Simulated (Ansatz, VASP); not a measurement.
K: VASP beside Ansatz

```xyz
2
Lattice="4.6674 0.0000 0.0000 -2.3337 4.0421 0.0000 0.0000 0.0000 7.5611" Properties=species:S:1:pos:R:3 pbc="T T T"
K     0.0000    2.6947    1.8903
K     2.3337    1.3474    5.6708
```

Alike in both runs: functional PBEsol; k mesh 10 × 10 × 5; occupations fermi-dirac, width 0.05 eV; no spin polarisation.

Ansatz relaxed the structure, and its values are those at the end. VASP's run is a single point on that final structure, the one shown.

|  | VASP | Ansatz |
| --- | --- | --- |
| version | VASP 6.6.1 | Ansatz 0.2.0 |
| potentials or method | VASP PAW PBE potentials, release 64 (K_sv) | PAW with Ansatz's default frozen-core files, scalar-relativistic |
| plane-wave cutoff (eV) | 520 | 420 |
| valence electrons in the cell | 18 | 18 |

```tsv
	VASP	Ansatz	Ansatz less VASP
pressure (GPa)	0.0	0.0	+0.01
```

VASP's potentials were made for PBE, not for PBEsol. With one functional, cell and mesh, what is left measures potentials, basis and numerics.
